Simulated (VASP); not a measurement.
ZrO2, 3 atoms in the cell. Symmetry: Fm-3m, No. 225, cubic system. Conventional cell: a = 5.027 Å, b = 5.027 Å, c = 5.027 Å, α = 90.00°, β = 90.00°, γ = 90.00°. Zr (site symmetry m-3m) has 8 O at 2.18 Å within 2.9 Å. Within 2.9 Å of O (site symmetry -43m) lie 4 Zr at 2.18 Å and 6 O at 2.51 Å. 

- Program: VASP 6.6.1
- Task: single point
- Functional: r2SCAN
- Potentials or basis: VASP PAW PBE potentials, release 64 (Zr_sv, O)
- Cutoff: 660 eV
- k mesh: 6 × 6 × 6
- Occupations: gaussian, width 0.01 eV
- Spin: no spin polarisation
- Dipole correction: no
- Further INCAR settings: ALGO = Normal; EDIFF = 1e-06; NBANDS = 19

Potentials or basis: VASP PAW PBE potentials, release 64 (Zr_sv, O).

Run with:

```bash
$ cat potpaw_PBE.64/Zr_sv/POTCAR potpaw_PBE.64/O/POTCAR > POTCAR
$ cp INCAR.step1 INCAR
$ mpirun -np 1 vasp_std > vasp.out
$ cp INCAR.step2 INCAR
$ mpirun -np 1 vasp_std > vasp.out
```

Hardware: 1 thread of Intel(R) Xeon(R) Platinum 8259CL CPU @ 2.50GHz (Skylake/Cascade Lake), on a shared host.

Task: How long does it take, and how much memory?

Result: Wall time 68 s on 1 thread of Intel(R) Xeon(R) Platinum 8259CL CPU @ 2.50GHz (Skylake/Cascade Lake), with other jobs on the host, peak memory 0.18 GiB. Counts: k points 16.
